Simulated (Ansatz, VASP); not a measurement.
TaN: VASP beside Ansatz

```
Ta N
1.0
     2.88918    0.00000    0.00000
    -1.44459    2.50210    0.00000
     0.00000    0.00000    5.86002
Ta N
2 2
Direct
  0.97162 0.94325 0.00000
  0.02838 0.05675 0.50000
  0.33333 0.66667 0.25000
  0.66667 0.33333 0.75000
```

Change from the starting cell: mode 4 frozen in at +0.000 Å and mode 5 at -0.142 Å (largest displacements).

Alike in both runs: task single point; functional PBEsol; k mesh 15 × 15 × 8; occupations gaussian, width 0.15 eV; no spin polarisation.

```csv
,VASP,Ansatz
version,VASP 6.6.1,Ansatz 0.2.0
potentials or method,"VASP PAW PBE potentials, release 64 (Ta_pv, N), cutoff 520 eV","scalar-relativistic, plane waves, PAW"
valence electrons in the cell,32,36
```

|  | VASP | Ansatz | Ansatz less VASP |
| --- | --- | --- | --- |
| gap on the k mesh at the Fermi level (eV) | none | none | - |
| pressure (GPa) | 4.3 | 3.3 | -1.03 |
| traceless stress, the component that is largest in VASP (GPa) | 1.97 | 1.83 | -0.140 |
| rms of the force components (eV/Å) | 0.825 | 0.819 | -0.0056 |

VASP's potentials were made for PBE, not for PBEsol, and Ansatz warns of the same on its side. Atom by atom the forces differ by 0.006 eV/Å (rms over components). A gap of «none» marks a metal or a gap that the smearing closes. With one functional, cell and mesh, what is left measures potentials, basis and numerics. VASP's potentials hold 32 valence electrons a cell and Ansatz's 36, so a difference there can come from the potentials and not from the codes.

Neither program's run includes spin-orbit coupling.
